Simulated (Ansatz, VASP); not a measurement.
# Two plane-wave programs on MnO2

```
Mn O
1.0
     4.39830    0.00000    0.00000
     0.00000    4.39830    0.00000
     0.00000    0.00000    2.87300
Mn O
2 4
Cartesian
  0.0000 0.0000 0.0000
  2.1991 2.1991 1.4365
  1.3421 1.3421 0.0000
  0.8570 3.5413 1.4365
  3.0562 3.0562 0.0000
  3.5413 0.8570 1.4365
```

Alike in both runs: task single point; functional PBE; k mesh 5 × 5 × 7; occupations gaussian, width 0.1 eV; collinear spin; Hubbard terms Mn d U = 6.3 eV.

|  | VASP | Ansatz |
| --- | --- | --- |
| version | VASP 6.6.1 | Ansatz 0.2.0 |
| potentials or method | VASP PAW PBE potentials, release 64 (Mn_pv, O), cutoff 600 eV | PAW, plane waves, scalar-relativistic |
| valence electrons in the cell | 50 | 54 |

```tsv
	VASP	Ansatz	Ansatz less VASP
pressure (GPa)	17.3	18.4	+1.07
traceless stress, the component that is largest in VASP (GPa)	5.05	5.93	+0.888
rms of the force components (eV/Å)	0.095	0.096	+0.0017
net moment per atom (μB)	1.01	1.01	-0.002
size of the moment on the site where the two differ most (μB)	3.28	2.91	-0.369
```

Site moments also hang on the region over which each program counts them. The programs project onto different local orbitals, so the same U acts differently, and such runs can settle in different states. Atom by atom the forces differ by 0.002 eV/Å (rms over components). VASP's potentials hold 50 valence electrons a cell and Ansatz's 54, so a difference there can come from the potentials and not from the codes. Ansatz's warnings: filled band counts differ across k points.
